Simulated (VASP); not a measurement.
Here is a VASP 6.6.1 calculation.

INCAR

```
SYSTEM = Li3SeCl
PREC = Accurate ; ENCUT = 520
EDIFF = 1E-6 ; ISMEAR = 1
SIGMA = 0.01 ; LREAL = .False.
LASPH = .True. ; NELM = 100
ALGO = Normal ; ISIF = 2
LWAVE = .False. ; LCHARG = .False.
GGA = CA ; NBANDS = 19
```

Contents of KPOINTS:

```
Automatic mesh
0
Gamma
  4 4 4
  0 0 0
```

POSCAR

```
Li3SeCl
1.0
    4.6685000563      0.0000000000      0.0000000000
    0.0000000000      4.6685000563      0.0000000000
    0.0000000000      0.0000000000      4.6685000563
Cl Se Li
1 1 3
Direct
    0.0000000000      0.0000000000      0.0000000000
    0.5000000000      0.5000000000      0.5000000000
    0.5000000000      0.5000000000      0.0000000000
    0.0000000000      0.5000000000      0.5000000000
    0.5000000000      0.0000000000      0.5000000000
```

Potentials or basis: VASP PAW LDA potentials, release 64 (Cl, Se, Li_sv).

Run with:

```sh
$ cat potpaw_LDA.64/Cl/POTCAR potpaw_LDA.64/Se/POTCAR potpaw_LDA.64/Li_sv/POTCAR > POTCAR
$ mpirun -np 1 vasp_std > vasp.out
```

(1) Predict the band gap on the k mesh.

Answers

(1) 3.59 eV (least direct gap 3.63 eV).
